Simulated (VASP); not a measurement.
Wanted: the native input for a VASP 6.6.1 run.

* Task: single point
* Functional: PBE
* Potentials or basis: VASP PAW PBE potentials, release 64 (Se)
* Cutoff: 500 eV
* k mesh: 11 × 11 × 11
* Occupations: methfessel-paxton, width 0.1 eV
* Spin: no spin polarisation
* Dipole correction: no
* Further INCAR settings: ALGO = Normal; EDIFF = 1e-06; NBANDS = 9

The structure of Se lies in POSCAR:

```
Se
1.0
    1.8923665770      1.0925580890      0.8667206041
   -1.8923665770      1.0925580890      0.8667206041
    0.0000000000     -2.1851171611      0.8667206041
Se
1
Direct
    0.0000000000      0.0000000000      0.0000000000
```

These files were run (other wordings do the same):

INCAR

```
SYSTEM = Se
ALGO = Normal ; EDIFF = 1E-6
ENCUT = 500 ; GGA = PE
GGA_COMPAT = .False. ; ISIF = 2
ISMEAR = 1 ; LASPH = .True.
LCHARG = .False. ; LREAL = .False.
LWAVE = .False. ; NBANDS = 9
NELM = 120 ; PREC = Accurate
SIGMA = 0.1
```

KPOINTS

```
k-points
0
Gamma
  11 11 11
  0 0 0
```

Potentials or basis: VASP PAW PBE potentials, release 64 (Se).

Launch:

```console
$ cat potpaw_PBE.64/Se/POTCAR > POTCAR
$ mpirun -np 1 vasp_std > vasp.out
```

It gave:

```json
{
  "Pressure": "196.6 GPa",
  "Band gap on the k mesh": "zero (bands 3 and 4 overlap by 15.85 eV)"
}
```

Caveat: the stress differs along the axes, from 186 to 202 GPa.

Wall time 13 s on 1 thread of Intel Xeon 8259CL, on a shared host, peak memory 0.1 GiB.
